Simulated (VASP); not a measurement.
# Li4TmGe (P-6m2) in VASP: single point with PBE

Aim: the single point of Li4TmGe with PBE.

Everything below comes from runs of VASP 6.6.1. Logs are shortened: lines on timing, memory, paths and dates and some standing lists are left out, and cuts for length are marked.

## Step 1: The cell of the first run

The structure is hexagonal, space group P-6m2 (No. 187). The conventional cell has a = 5.257 Å, b = 5.257 Å, c = 4.579 Å, α = 90.00°, β = 90.00°, γ = 120.00°. Li (site symmetry -6m2) has 6 Li at 2.78 Å and 3 Ge at 3.04 Å and 3 Tm at 3.04 Å within 3.7 Å. Li (site symmetry mm2) has 6 Li at 2.51 to 2.78 Å and 2 Ge at 2.71 Å within 3.3 Å. Tm (site symmetry -6m2) has 15 Li at 3.04 to 3.49 Å and 3 Ge at 3.04 Å within 4.0 Å. Within 3.6 Å of Ge (site symmetry -6m2) lie 9 Li at 2.71 to 3.04 Å and 3 Tm at 3.04 Å.

The cell was generated, and may not be a known phase.

## Step 2: Single point, PBE

Contents of INCAR:

```
SYSTEM = Li4TmGe
  PREC = Accurate
  ENCUT = 750
  EDIFF = 1E-6
  ISMEAR = 0
  SIGMA = 0.1
  LREAL = .FALSE.
  LASPH = .TRUE.
  NELM = 200
  ALGO = Normal
  ISIF = 2
  LWAVE = .FALSE.
  LCHARG = .TRUE.
  GGA = PE
  LELF = .TRUE.
  LVHAR = .TRUE.
  NBANDS = 26
  GGA_COMPAT = .FALSE.
  LMAXMIX = 6
```

Contents of KPOINTS:

```
Automatic mesh
0
G
  6 6 4
  0 0 0
```

Contents of POSCAR:

```
Li4TmGe
1.0
    5.2570994840      0.0000000000      0.0000000000
   -2.6285497420      4.5527817034      0.0000000000
    0.0000000000      0.0000000000      4.5785569519
Li Tm Ge
4 1 1
Direct
    0.3333333333      0.6666666667      0.0000000000
    0.6812111300      0.8406055650      0.5000000000
    0.1593944350      0.8406055650      0.5000000000
    0.1593944350      0.3187888700      0.5000000000
    0.6666666667      0.3333333333      0.0000000000
    0.0000000000      0.0000000000      0.0000000000
```

Potentials or basis: VASP PAW PBE potentials, release 64 (Li_sv, Tm_3, Ge_d), 4f in core.

Started as:

```bash
$ cat potpaw_PBE.64/Li_sv/POTCAR potpaw_PBE.64/Tm_3/POTCAR potpaw_PBE.64/Ge_d/POTCAR > POTCAR
$ mpirun -np 1 vasp_std > vasp.out
```

OUTCAR:

```text
SYSTEM = Li4TmGe
   PREC = Accurate
   ENCUT = 750
   EDIFF = 1E-6
   ISMEAR = 0
   LREAL = .FALSE.
   LASPH = .TRUE.
   NELM = 200
   ISIF = 2
   GGA = PE

 ion  position               nearest neighbor table
   1  0.333  0.667  0.000-   5 3.04   5 3.04   5 3.04
   2  0.681  0.841  0.500-   3 2.51   4 2.51   6 2.71   6 2.71
   3  0.159  0.841  0.500-   2 2.51   4 2.51   6 2.71   6 2.71
   4  0.159  0.319  0.500-   2 2.51   3 2.51   6 2.71   6 2.71
   5  0.667  0.333  0.000-   1 3.04   6 3.04   1 3.04   6 3.04   6 3.04   1 3.04
   6  0.000  0.000  0.000-   2 2.71   2 2.71   3 2.71   3 2.71   4 2.71   4 2.71   5 3.04   5 3.04
                             5 3.04

  LATTYP: Found a hexagonal cell.
 ALAT       =     5.2570994840
 C/A-ratio  =     0.8709283448

  Lattice vectors:

 A1 = (   5.2570994840,   0.0000000000,   0.0000000000)
 A2 = (  -2.6285497420,   4.5527817034,   0.0000000000)
 A3 = (   0.0000000000,   0.0000000000,   4.5785569519)

Analysis of symmetry for initial positions (statically):
=====================================================================
 Subroutine PRICEL returns:
 Original cell was already a primitive cell.

 Routine SETGRP: Setting up the symmetry group for a
 hexagonal supercell.

 Subroutine GETGRP returns: Found 12 space group operations
 (whereof 12 operations were pure point group operations)
 out of a pool of 24 trial point group operations.

The static configuration has the point symmetry D_3h.

Analysis of symmetry for dynamics (positions and initial velocities):
=====================================================================
 Subroutine PRICEL returns:
 Original cell was already a primitive cell.

 Routine SETGRP: Setting up the symmetry group for a
 hexagonal supercell.

 Subroutine GETGRP returns: Found 12 space group operations
 (whereof 12 operations were pure point group operations)
 out of a pool of 24 trial point group operations.

The dynamic configuration has the point symmetry D_3h.

 Subroutine INISYM returns: Found 12 space group operations
 (whereof 12 operations are pure point group operations),
 and found     1 'primitive' translations

----------------------------------------------------------------------------------------

                                     Primitive cell

  volume of cell :     109.5851

  direct lattice vectors                    reciprocal lattice vectors
     5.257099484  0.000000000  0.000000000     0.190218961  0.109822968  0.000000000
    -2.628549742  4.552781703  0.000000000     0.000000000  0.219645936  0.000000000
     0.000000000  0.000000000  4.578556952     0.000000000  0.000000000  0.218409427

  length of vectors
     5.257099484  5.257099484  4.578556952     0.219645936  0.219645936  0.218409427

  position of ions in fractional coordinates (direct lattice)
     0.333333333  0.666666667  0.000000000
     0.681211130  0.840605565  0.500000000
     0.159394435  0.840605565  0.500000000
     0.159394435  0.318788870  0.500000000
     0.666666667  0.333333333  0.000000000
     0.000000000  0.000000000  0.000000000

  ion indices of the primitive-cell ions
   primitive index   ion index
                 1           1
                 2           2
                 3           3
                 4           4
                 5           5
                 6           6

----------------------------------------------------------------------------------------

 KPOINTS: Automatic mesh

Automatic generation of k-mesh.
 Grid dimensions read from file:
 generate k-points for:    6    6    4

 Generating k-lattice:

  Cartesian coordinates                     Fractional coordinates (reciprocal lattice)
     0.031703160  0.018303828  0.000000000     0.166666667  0.000000000  0.000000000
     0.000000000  0.036607656  0.000000000     0.000000000  0.166666667  0.000000000
     0.000000000  0.000000000  0.054602357     0.000000000  0.000000000  0.250000000

  Length of vectors
     0.036607656  0.036607656  0.054602357

  Shift w.r.t. Gamma in fractional coordinates (k-lattice)
     0.000000000  0.000000000  0.000000000

 Subroutine IBZKPT returns following result:
 ===========================================

 Found     21 irreducible k-points:

 Following reciprocal coordinates:
            Coordinates               Weight
  0.000000  0.000000  0.000000      1.000000
  0.166667 -0.000000  0.000000      6.000000
  0.333333  0.000000  0.000000      6.000000
  0.500000  0.000000  0.000000      3.000000
  0.166667  0.166667  0.000000      6.000000
  0.333333  0.166667  0.000000     12.000000
[... 13 lines left out ...]
  0.333333  0.166667  0.500000     12.000000
  0.333333  0.333333  0.500000      2.000000
   k-points           NKPTS =     21   k-points in BZ     NKDIM =     21   number of bands    NBANDS=     26
   number of dos      NEDOS =    301   number of ions     NIONS =      6
   total plane-waves  NPLWV =  96768
   dimension x,y,z NGX =    48 NGY =   48 NGZ =   42
   dimension x,y,z NGXF=    96 NGYF=   96 NGZF=   84
   ions per type =               4   1   1
   NGX,Y,Z   is equivalent  to a cutoff of  15.18, 15.18, 15.25 a.u.
   NGXF,Y,Z  is equivalent  to a cutoff of  30.36, 30.36, 30.50 a.u.
 SYSTEM =  Li4TmGe
   PREC   = accura    normal or accurate (medium, high low for compatibility)
   ISTART =      0    job   : 0-new  1-cont  2-samecut
   ICHARG =      2    charge: 1-file 2-atom 10-const
   ISPIN  =      1    spin polarized calculation?
   LNONCOLLINEAR =      F non collinear calculations
   LSORBIT =      F    spin-orbit coupling
   LASPH  =      T    aspherical Exc in radial PAW
   ENCUT  =  750.0 eV  55.12 Ry    7.42 a.u.  11.74 11.74 10.22*2*pi/ulx,y,z
   NELM   =    200;   NELMIN=  2; NELMDL= -5     # of ELM steps
   EDIFF  = 0.1E-05   stopping-criterion for ELM
   LREAL  =      F    real-space projection
[... 7 lines left out ...]
   TEBEG  =    0.0;   TEEND  =   0.0 temperature during run
   PSTRESS=    0.0 pullay stress
   NELECT =      35.0000    total number of electrons
   NUPDOWN=      -1.0000    fix difference up-down
   EMIN   =  10.00;   EMAX   =-10.00  energy-range for DOS
   EFERMI =   0.00;   METHOD = LEGACY
   ISMEAR =     0;   SIGMA  =   0.10  broadening in eV -4-tet -1-fermi 0-gaus
   EFERMI_NEDOS =   21; number of points for ismear=-14 and -15
   IALGO  =     38    algorithm
   IMIX   =      4    mixing-type and parameters
     AMIX     =   0.40;   BMIX     =  1.00
     AMIX_MAG =   1.60;   BMIX_MAG =  1.00
  volume/ion in A,a.u.               =      18.26       123.25
  Fermi-wavevector in a.u.,A,eV,Ry     =   1.119043  2.114686 17.038009  1.252258
  Thomas-Fermi vector in A             =   2.255679
   LORBIT       =      0    0 simple, 1 ext, 2 COOP (PROOUT), +10 PAW based schemes
   GGA     = PE    functional components
   LHFCALC =     F    Hartree Fock is set to
   AEXX    =    0.0000 exact exchange contribution
   IVDW    =     0    specifies the selected vdW correction
   LEPSILON=     F    determine dielectric tensor
   LRPA    =     F    only Hartree local field effects (RPA)
 non-spin polarized calculation
 Gauss-broadening in eV      SIGMA  =   0.10
  energy-cutoff  :      750.00
  volume of cell :      109.59
 maximum number of plane-waves:      5144
 NGX is ok and might be reduce to    48
   NGX = 23   NGY = 23   NGZ = 21

 number of electron      34.9999998 magnetization

 Free energy of the ion-electron system (eV)
  ---------------------------------------------------
  ext. energy  EPLUGINS =         0.00000000
  ---------------------------------------------------
  free energy    TOTEN  =       -17.89272348 eV

  energy without entropy =      -17.88528440  energy(sigma->0) =      -17.88900394

 E-fermi :   2.7009     XC(G=0):  -8.9374

 val. band max:        2.6857167564   @ k =   0.3333   0.3333   0.0000
 cond. band min:       2.8637451200   @ k =   0.1667   0.1667   0.0000
 fundamental gap:      0.1780283637
 Fermi energy:         2.7009026594

 k-point     1 :       0.0000    0.0000    0.0000
  band No.  band energies     occupation
      1     -43.5357      2.00000
      2     -43.1793      2.00000
      3     -43.1282      2.00000
      4     -43.1282      2.00000
      5     -23.4000      2.00000
      6     -23.4000      2.00000
[... 18 lines left out ...]
     25       7.2029      0.00000
     26       8.7248      0.00000

 k-point     2 :       0.1667   -0.0000    0.0000
  band No.  band energies     occupation
      1     -43.5356      2.00000
      2     -43.1769      2.00000
      3     -43.1306      2.00000
      4     -43.1282      2.00000
      5     -23.4007      2.00000
      6     -23.3999      2.00000
[... 18 lines left out ...]
     25       7.3800      0.00000
     26       8.1873      0.00000

 k-point     3 :       0.3333    0.0000    0.0000
  band No.  band energies     occupation
      1     -43.5356      2.00000
      2     -43.1710      2.00000
      3     -43.1365      2.00000
      4     -43.1282      2.00000
      5     -23.4023      2.00000
      6     -23.3997      2.00000
[... 18 lines left out ...]
     25       7.4607      0.00000
     26       7.4989      0.00000

 k-point     4 :       0.5000    0.0000    0.0000
  band No.  band energies     occupation
      1     -43.5356      2.00000
      2     -43.1672      2.00000
      3     -43.1404      2.00000
      4     -43.1282      2.00000
      5     -23.4030      2.00000
      6     -23.3996      2.00000
[... 18 lines left out ...]
     25       7.2179      0.00000
     26       7.3397      0.00000
[... 409 lines left out ...]
      1     -43.5350      2.00000
      2     -43.1730      2.00000
      3     -43.1351      2.00000
      4     -43.1282      2.00000
      5     -23.4007      2.00000
      6     -23.3986      2.00000
[... 18 lines left out ...]
     25       8.5659      0.00000
     26       8.7590      0.00000

 k-point    20 :       0.3333    0.1667    0.5000
  band No.  band energies     occupation
      1     -43.5350      2.00000
      2     -43.1672      2.00000
      3     -43.1408      2.00000
      4     -43.1282      2.00000
      5     -23.4017      2.00000
      6     -23.3987      2.00000
[... 18 lines left out ...]
     25       8.4874      0.00000
     26       9.3378      0.00000

 k-point    21 :       0.3333    0.3333    0.5000
  band No.  band energies     occupation
      1     -43.5350      2.00000
      2     -43.1647      2.00000
      3     -43.1434      2.00000
      4     -43.1282      2.00000
      5     -23.4019      2.00000
      6     -23.3989      2.00000
[... 18 lines left out ...]
     25       8.0201      0.00000
     26       9.5070      0.00000

------------------------ aborting loop because EDIFF is reached ----------------------------------------

  FORCE on cell =-STRESS in cart. coord.  units (eV):
  Direction    XX          YY          ZZ          XY          YZ          ZX
  --------------------------------------------------------------------------------------
  -------------------------------------------------------------------------------------
  Total       -0.0380849     -0.0380849      0.0586900      0.0000000      0.0000000      0.0000000
  in kB       -0.5568155     -0.5568155      0.8580712      0.0000000      0.0000000      0.0000000
  external PRESSURE =      -0.0851866 kB  Pullay stress =       0.0000000 kB

 VOLUME and BASIS-vectors are now :
 -----------------------------------------------------------------------------
  energy-cutoff  :      750.00
  volume of cell :      109.59
      direct lattice vectors                 reciprocal lattice vectors
     5.257099484  0.000000000  0.000000000     0.190218961  0.109822968  0.000000000
    -2.628549742  4.552781703  0.000000000     0.000000000  0.219645936  0.000000000
     0.000000000  0.000000000  4.578556952     0.000000000  0.000000000  0.218409427

 POSITION                                       TOTAL-FORCE (eV/Angst)
 -----------------------------------------------------------------------------------
     -0.00000      3.03519      0.00000         0.000000      0.000000     -0.000000
      1.37162      3.82709      2.28928         0.012834      0.007409      0.000000
     -1.37162      3.82709      2.28928        -0.012834      0.007409      0.000000
      0.00000      1.45138      2.28928         0.000000     -0.014819     -0.000000
      2.62855      1.51759      0.00000         0.000000     -0.000000     -0.000000
      0.00000      0.00000      0.00000         0.000000      0.000000     -0.000000
 -----------------------------------------------------------------------------------
    total drift:                               -0.000002      0.000001      0.000000

  FREE ENERGIE OF THE ION-ELECTRON SYSTEM (eV)
  ---------------------------------------------------
  free  energy   TOTEN  =       -17.8927234804 eV

  energy  without entropy=      -17.8852844025  energy(sigma->0) =      -17.88900394
```

Wall time 70 s (1 thread of AMD EPYC 9R45 (Zen 5), shared host); peak memory 0.33 GiB.

What came out:

| Property | Result |
| --- | --- |
| Free energy | -17.8927 eV |
| Pressure | 0.0 GPa |
| Largest force | 0.015 eV/Å |
| Band gap on the k mesh | zero (an odd number of electrons rules out a gap without spin polarisation) |

Forces in eV/Å, atoms in the order of the input:
```
Li   0.000  0.000  0.000
Li   0.013  0.007  0.000
Li  -0.013  0.007  0.000
Li   0.000 -0.015  0.000
Tm   0.000  0.000  0.000
Ge   0.000  0.000  0.000
```

Caveat: spin-orbit coupling is left out, which moves the levels of the heavy elements; the 4f electrons are frozen in the core, so they carry no moment and show no levels. Spin polarisation is off, so any magnetic state and its effect on volume and gap are missing.

The gap in the log of VASP goes by the Fermi energy; the results here count the filled bands.